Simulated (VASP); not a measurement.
# MgS (F-43m) in VASP: further runs

The runs below take MgS through single point, relaxation of cell and atoms, with PBEsol.

Everything below comes from runs of VASP 6.6.1. Logs are shortened: lines on timing, memory, paths and dates and some standing lists are left out, and cuts for length are marked.

### 1 The cell of the first run

Symmetry: F-43m, No. 216, cubic system. Conventional cell: a = 5.652 Å, b = 5.652 Å, c = 5.652 Å, α = 90.00°, β = 90.00°, γ = 90.00°. Within 3.2 Å of Mg (site symmetry -43m) lie 4 S at 2.45 Å. S (site symmetry -43m) has 4 Mg at 2.45 Å within 3.2 Å.

### 2 Single point, PBEsol

The input, INCAR:

```
PREC = Accurate
ENCUT = 600
EDIFF = 1E-6
ISMEAR = 0
SIGMA = 0.02
LREAL = False
LASPH = True
NELM = 120
ALGO = Normal
ISIF = 2
LWAVE = False
LCHARG = True
GGA = PS
LELF = True
LVHAR = True
NBANDS = 11
GGA_COMPAT = False
```

The input, KPOINTS:

```
Automatic mesh
0
Gamma
  8 8 8
```

The input, POSCAR:

```
MgS
1.0
    0.0000000000      2.8258920338      2.8258920338
    2.8258920338      0.0000000000      2.8258920338
    2.8258920338      2.8258920338      0.0000000000
Mg S
1 1
Direct
    0.0000000000      0.0000000000      0.0000000000
    0.2500000000      0.2500000000      0.2500000000
```

Potentials or basis: VASP PAW PBE potentials, release 64 (Mg, S).

Run with:

```sh
cat potpaw_PBE.64/Mg/POTCAR potpaw_PBE.64/S/POTCAR > POTCAR
mpirun -np 1 vasp_std > vasp.out
```

OUTCAR:

```text
PREC = Accurate
   ENCUT = 600
   EDIFF = 1E-6
   ISMEAR = 0
   LREAL = False
   LASPH = True
   NELM = 120
   ISIF = 2
   GGA = PS

 ion  position               nearest neighbor table
   1  0.000  0.000  0.000-   2 2.45   2 2.45   2 2.45   2 2.45
   2  0.250  0.250  0.250-   1 2.45   1 2.45   1 2.45   1 2.45

  LATTYP: Found a face centered cubic cell.
 ALAT       =     5.6517840676

  Lattice vectors:

 A1 = (   0.0000000000,   2.8258920338,   2.8258920338)
 A2 = (   2.8258920338,   0.0000000000,   2.8258920338)
 A3 = (   2.8258920338,   2.8258920338,   0.0000000000)

Analysis of symmetry for initial positions (statically):
=====================================================================
 Subroutine PRICEL returns:
 Original cell was already a primitive cell.

 Routine SETGRP: Setting up the symmetry group for a
 face centered cubic supercell.

 Subroutine GETGRP returns: Found 24 space group operations
 (whereof 24 operations were pure point group operations)
 out of a pool of 48 trial point group operations.

The static configuration has the point symmetry T_d .

Analysis of symmetry for dynamics (positions and initial velocities):
=====================================================================
 Subroutine PRICEL returns:
 Original cell was already a primitive cell.

 Routine SETGRP: Setting up the symmetry group for a
 face centered cubic supercell.

 Subroutine GETGRP returns: Found 24 space group operations
 (whereof 24 operations were pure point group operations)
 out of a pool of 48 trial point group operations.

The dynamic configuration has the point symmetry T_d .

 Subroutine INISYM returns: Found 24 space group operations
 (whereof 24 operations are pure point group operations),
 and found     1 'primitive' translations

----------------------------------------------------------------------------------------

                                     Primitive cell

  volume of cell :      45.1333

  direct lattice vectors                    reciprocal lattice vectors
     0.000000000  2.825892034  2.825892034    -0.176935281  0.176935281  0.176935281
     2.825892034  0.000000000  2.825892034     0.176935281 -0.176935281  0.176935281
     2.825892034  2.825892034  0.000000000     0.176935281  0.176935281 -0.176935281

  length of vectors
     3.996414840  3.996414840  3.996414840     0.306460896  0.306460896  0.306460896

  position of ions in fractional coordinates (direct lattice)
     0.000000000  0.000000000  0.000000000
     0.250000000  0.250000000  0.250000000

  ion indices of the primitive-cell ions
   primitive index   ion index
                 1           1
                 2           2

----------------------------------------------------------------------------------------

 KPOINTS: Automatic mesh

Automatic generation of k-mesh.
 Grid dimensions read from file:
 generate k-points for:    8    8    8

 Generating k-lattice:

  Cartesian coordinates                     Fractional coordinates (reciprocal lattice)
    -0.022116910  0.022116910  0.022116910     0.125000000  0.000000000  0.000000000
     0.022116910 -0.022116910  0.022116910     0.000000000  0.125000000  0.000000000
     0.022116910  0.022116910 -0.022116910     0.000000000  0.000000000  0.125000000

  Length of vectors
     0.038307612  0.038307612  0.038307612

  Shift w.r.t. Gamma in fractional coordinates (k-lattice)
     0.000000000  0.000000000  0.000000000

 Subroutine IBZKPT returns following result:
 ===========================================

 Found     29 irreducible k-points:

 Following reciprocal coordinates:
            Coordinates               Weight
  0.000000  0.000000  0.000000      1.000000
  0.125000  0.000000  0.000000      8.000000
  0.250000  0.000000  0.000000      8.000000
  0.375000  0.000000  0.000000      8.000000
  0.500000  0.000000  0.000000      4.000000
  0.125000  0.125000  0.000000      6.000000
[... 16 lines left out ...]
  0.500000  0.250000  0.125000     48.000000
 -0.375000  0.250000  0.125000     24.000000
 [... further k-points ...]
   k-points           NKPTS =     29   k-points in BZ     NKDIM =     29   number of bands    NBANDS=     11
   number of dos      NEDOS =    301   number of ions     NIONS =      2
   total plane-waves  NPLWV =  32768
   dimension x,y,z NGX =    32 NGY =   32 NGZ =   32
   dimension x,y,z NGXF=    64 NGYF=   64 NGZF=   64
   ions per type =               1   1
   NGX,Y,Z   is equivalent  to a cutoff of  13.31, 13.31, 13.31 a.u.
   NGXF,Y,Z  is equivalent  to a cutoff of  26.62, 26.62, 26.62 a.u.
 SYSTEM =  unknown system
   PREC   = accura    normal or accurate (medium, high low for compatibility)
   ISTART =      0    job   : 0-new  1-cont  2-samecut
   ICHARG =      2    charge: 1-file 2-atom 10-const
   ISPIN  =      1    spin polarized calculation?
   LNONCOLLINEAR =      F non collinear calculations
   LSORBIT =      F    spin-orbit coupling
   LASPH  =      T    aspherical Exc in radial PAW
   ENCUT  =  600.0 eV  44.10 Ry    6.64 a.u.   7.98  7.98  7.98*2*pi/ulx,y,z
   NELM   =    120;   NELMIN=  2; NELMDL= -5     # of ELM steps
   EDIFF  = 0.1E-05   stopping-criterion for ELM
   LREAL  =      F    real-space projection
   EDIFFG = 0.1E-04   stopping-criterion for IOM
   NSW    =      0    number of steps for IOM
   IBRION =     -1    ionic relax: 0-MD 1-quasi-New 2-CG
   NFREE  =      0    steps in history (QN), initial steepest desc. (CG)
   ISIF   =      2    stress and relaxation
   ISYM   =      2    0-nonsym 1-usesym 2-fastsym
   POTIM  = 0.5000    time-step for ionic-motion
   TEBEG  =    0.0;   TEEND  =   0.0 temperature during run
   PSTRESS=    0.0 pullay stress
   NELECT =       8.0000    total number of electrons
   NUPDOWN=      -1.0000    fix difference up-down
   EMIN   =  10.00;   EMAX   =-10.00  energy-range for DOS
   EFERMI =   0.00;   METHOD = LEGACY
   ISMEAR =     0;   SIGMA  =   0.02  broadening in eV -4-tet -1-fermi 0-gaus
   EFERMI_NEDOS =   21; number of points for ismear=-14 and -15
   IALGO  =     38    algorithm
   IMIX   =      4    mixing-type and parameters
     AMIX     =   0.40;   BMIX     =  1.00
     AMIX_MAG =   1.60;   BMIX_MAG =  1.00
  volume/ion in A,a.u.               =      22.57       152.29
  Fermi-wavevector in a.u.,A,eV,Ry     =   0.919615  1.737820 11.506329  0.845691
  Thomas-Fermi vector in A             =   2.044828
   LORBIT       =      0    0 simple, 1 ext, 2 COOP (PROOUT), +10 PAW based schemes
   GGA     = PS    functional components
   LHFCALC =     F    Hartree Fock is set to
   AEXX    =    0.0000 exact exchange contribution
   IVDW    =     0    specifies the selected vdW correction
   LEPSILON=     F    determine dielectric tensor
   LRPA    =     F    only Hartree local field effects (RPA)
 non-spin polarized calculation
 Gauss-broadening in eV      SIGMA  =   0.02
  energy-cutoff  :      600.00
  volume of cell :       45.13
 maximum number of plane-waves:      1540
   NGX = 15   NGY = 15   NGZ = 15

 number of electron       8.0000000 magnetization

 Free energy of the ion-electron system (eV)
  ---------------------------------------------------
  ext. energy  EPLUGINS =         0.00000000
  ---------------------------------------------------
  free energy    TOTEN  =        -8.91806451 eV

  energy without entropy =       -8.91806451  energy(sigma->0) =       -8.91806451

 E-fermi :   1.1628     XC(G=0):  -8.5974

 val. band max:        1.0344308293   @ k =   0.0000   0.0000   0.0000
 cond. band min:       4.3566554714   @ k =   0.0000   0.0000   0.0000
 fundamental gap:      3.3222246421
 Fermi energy:         1.1627832779

 k-point     1 :       0.0000    0.0000    0.0000
  band No.  band energies     occupation
      1     -10.2524      2.00000
      2       1.0344      2.00000
      3       1.0344      2.00000
      4       1.0344      2.00000
      5       4.3567      0.00000
      6       8.9208      0.00000
      7       8.9208      0.00000
      8       8.9208      0.00000
      9      11.8293      0.00000
     10      11.8293      0.00000
     11      14.6249      0.00000

 k-point     2 :       0.1250    0.0000    0.0000
  band No.  band energies     occupation
      1     -10.1628      2.00000
      2       0.3303      2.00000
      3       0.9802      2.00000
      4       0.9802      2.00000
      5       5.0333      0.00000
      6       8.7263      0.00000
      7       9.0997      0.00000
      8       9.0997      0.00000
      9      11.3475      0.00000
     10      11.3475      0.00000
     11      13.9757      0.00000

 k-point     3 :       0.2500    0.0000    0.0000
  band No.  band energies     occupation
      1      -9.9303      2.00000
      2      -0.8663      2.00000
      3       0.8578      2.00000
      4       0.8578      2.00000
      5       5.8968      0.00000
      6       8.7435      0.00000
      7       9.1267      0.00000
      8       9.1267      0.00000
      9      11.3978      0.00000
     10      11.3978      0.00000
     11      13.1137      0.00000

 k-point     4 :       0.3750    0.0000    0.0000
  band No.  band energies     occupation
      1      -9.6694      2.00000
      2      -1.8094      2.00000
      3       0.7459      2.00000
      4       0.7459      2.00000
      5       6.0780      0.00000
      6       8.7575      0.00000
      7       8.7575      0.00000
      8       9.2671      0.00000
      9      12.7156      0.00000
     10      12.7156      0.00000
     11      13.1415      0.00000

 k-point     5 :       0.5000    0.0000    0.0000
  band No.  band energies     occupation
      1      -9.5508      2.00000
      2      -2.1675      2.00000
      3       0.7022      2.00000
      4       0.7022      2.00000
      5       6.0489      0.00000
      6       8.5832      0.00000
      7       8.5832      0.00000
      8       9.4833      0.00000
      9      13.7835      0.00000
     10      14.2129      0.00000
     11      14.2129      0.00000
[... 211 lines left out ...]
 k-point    21 :       0.5000    0.5000    0.0000
  band No.  band energies     occupation
      1      -9.3246      2.00000
      2      -1.8326      2.00000
      3      -0.0208      2.00000
      4      -0.0208      2.00000
      5       4.7401      0.00000
      6       6.5867      0.00000
      7      12.1146      0.00000
      8      13.2383      0.00000
      9      13.2383      0.00000
     10      14.9460      0.00000
     11      14.9470      0.00000

 k-point    22 :       0.3750    0.2500    0.1250
  band No.  band energies     occupation
      1      -9.7502      2.00000
      2      -1.0736      2.00000
      3       0.1695      2.00000
      4       0.6493      2.00000
      5       6.6202      0.00000
      6       7.9183      0.00000
      7       8.5189      0.00000
      8      10.1811      0.00000
      9      10.6908      0.00000
     10      13.3818      0.00000
     11      15.3461      0.00000

 k-point    23 :       0.5000    0.2500    0.1250
  band No.  band energies     occupation
      1      -9.5336      2.00000
      2      -1.5843      2.00000
      3      -0.1877      2.00000
      4       0.4689      2.00000
      5       6.8892      0.00000
      6       7.7194      0.00000
      7       8.8593      0.00000
      8      10.0138      0.00000
      9      11.8338      0.00000
     10      14.4687      0.00000
     11      15.0549      0.00000

 k-point    24 :      -0.3750    0.2500    0.1250
  band No.  band energies     occupation
      1      -9.4371      2.00000
      2      -1.8052      2.00000
      3      -0.2939      2.00000
      4       0.3719      2.00000
      5       6.9663      0.00000
      6       7.4295      0.00000
      7       9.7142      0.00000
      8       9.8088      0.00000
      9      12.3724      0.00000
     10      13.7892      0.00000
     11      15.2107      0.00000

 [... further k-points ...]

------------------------ aborting loop because EDIFF is reached ----------------------------------------

  FORCE on cell =-STRESS in cart. coord.  units (eV):
  Direction    XX          YY          ZZ          XY          YZ          ZX
  --------------------------------------------------------------------------------------
  -------------------------------------------------------------------------------------
  Total       -0.0202175     -0.0202175     -0.0202175     -0.0000000      0.0000000     -0.0000000
  in kB       -0.7176980     -0.7176980     -0.7176980     -0.0000000      0.0000000     -0.0000000
  external PRESSURE =      -0.7176980 kB  Pullay stress =       0.0000000 kB

 VOLUME and BASIS-vectors are now :
 -----------------------------------------------------------------------------
  energy-cutoff  :      600.00
  volume of cell :       45.13
      direct lattice vectors                 reciprocal lattice vectors
     0.000000000  2.825892034  2.825892034    -0.176935281  0.176935281  0.176935281
     2.825892034  0.000000000  2.825892034     0.176935281 -0.176935281  0.176935281
     2.825892034  2.825892034  0.000000000     0.176935281  0.176935281 -0.176935281

 POSITION                                       TOTAL-FORCE (eV/Angst)
 -----------------------------------------------------------------------------------
      0.00000      0.00000      0.00000         0.000000      0.000000      0.000000
      1.41295      1.41295      1.41295        -0.000000     -0.000000     -0.000000
 -----------------------------------------------------------------------------------
    total drift:                               -0.000000     -0.000000     -0.000000

  FREE ENERGIE OF THE ION-ELECTRON SYSTEM (eV)
  ---------------------------------------------------
  free  energy   TOTEN  =        -8.9180645125 eV

  energy  without entropy=       -8.9180645125  energy(sigma->0) =       -8.91806451
```

Wall time 13 s (1 thread of Intel Xeon Platinum 8488C (Sapphire Rapids), shared host); peak memory 0.18 GiB.

Results:

```yaml
Free_energy: -8.9181 eV
Pressure: -0.1 GPa
Band_gap_on_the_k_mesh: 3.32 eV
```

Caveat: the PAW data sets were made with another functional, which shifts forces and pressure a little. A k mesh can miss the band edges.

(Continued in part 2 of 2.)
